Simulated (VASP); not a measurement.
Here is a VASP 6.6.1 calculation.

INCAR

```
ALGO = Normal
EDIFF = 1E-6
ENCUT = 700
GGA = PE
GGA_COMPAT = False
ISIF = 2
ISMEAR = -1
ISPIN = 2
LASPH = True
LCHARG = False
LDAU = True
LDAUJ = 0 0
LDAUL = 2 -1
LDAUPRINT = 1
LDAUTYPE = 2
LDAUU = 2 0
LMAXMIX = 4
LORBIT = 11
LREAL = False
LWAVE = False
MAGMOM = 2.5 0
NBANDS = 22
NELM = 200
PREC = Accurate
SIGMA = 0.05
```

KPOINTS

```
k-points
0
Gamma
  7 7 7
```

The input POSCAR:

```
CoO
1.0
    0.0000000000      2.1556072390      2.1556072390
    2.1556072390      0.0000000000      2.1556072390
    2.1556072390      2.1556072390      0.0000000000
Co O
1 1
Direct
    0.0000000000      0.0000000000      0.0000000000
    0.5000000000      0.5000000000      0.5000000000
```

Potentials or basis: VASP PAW PBE potentials, release 64 (Co_sv, O).

The run is started by

```console
$ cat potpaw_PBE.64/Co_sv/POTCAR potpaw_PBE.64/O/POTCAR > POTCAR
$ mpirun -np 1 vasp_std > vasp.out
```

Task: Estimate the pressure.

Result: -7.3 GPa.

Task: Estimate the band gap on the k mesh.

Result: Zero (filled and empty bands overlap).

Task: Estimate the net moment.

Result: 3.00 μB per cell.

Task: Predict the site moments.

Result: Co +2.65; O +0.27 μB.

Eigenvalues of the final occupation matrices:
```csv
site,spin,trace,eigenvalues
site 1 d,1,4.66,0.92 0.92 0.92 0.95 0.95
site 1 d,2,2.03,0.11 0.11 0.60 0.60 0.60
```

Caveat: the k points lie up to 0.36 Å⁻¹ apart, too coarse for converged energies and pressures of a metal; a cell with one magnetic atom can't hold antiferromagnetic order, which such compounds often take. The state reached can hang on the start; a lower one may exist.
